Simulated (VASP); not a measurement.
Write the native input for VASP 6.6.1 that does the following.

| Quantity | Value |
| --- | --- |
| Task | single point |
| Functional | PBEsol |
| Potentials or basis | VASP PAW PBE potentials, release 64 (Ge_d) |
| Cutoff | 520 eV |
| k mesh | 8 × 8 × 4 |
| Occupations | fermi-dirac, width 0.05 eV |
| Spin | no spin polarisation |
| Dipole correction | no |
| Further INCAR settings | ALGO = Normal; EDIFF = 1e-06; NBANDS = 36 |

The structure of Ge lies in POSCAR:

```
Ge
1.0
    3.9975858431      0.0000000000      0.0000000000
   -1.9987929216      3.4620108940      0.0000000000
    0.0000000000      0.0000000000      6.5993779500
Ge
4
Direct
    0.3333333333      0.6666666667      0.9370987500
    0.6666666667      0.3333333333      0.4370987500
    0.3333333333      0.6666666667      0.5629012500
    0.6666666667      0.3333333333      0.0629012500
```

The input as run:

INCAR

```
PREC = Accurate ; ENCUT = 520
EDIFF = 1E-6 ; ISMEAR = -1
SIGMA = 0.05 ; LREAL = F
LASPH = T ; NELM = 100
ALGO = Normal ; ISIF = 2
LWAVE = F ; LCHARG = F
GGA = PS ; NBANDS = 36
```

KPOINTS

```
regular mesh
0
Gamma
  8 8 4
```

Potentials or basis: VASP PAW PBE potentials, release 64 (Ge_d).

Command:

```bash
$ cat potpaw_PBE.64/Ge_d/POTCAR > POTCAR
$ mpirun -np 1 vasp_std > vasp.out
```

It gave:

```json
{
 "Pressure": "-0.1 GPa",
 "Largest force": "0.005 eV/Å",
 "Band gap on the k mesh": "0.10 eV, indirect (least direct gap 0.16 eV)"
}
```

Caveat: the PAW data sets were made with another functional, which shifts forces and pressure a little.

Run time: 65 s on 1 thread of AMD EPYC 7R43 64-Core Processor (Zen 3) (shared host), peak memory 0.2 GiB.
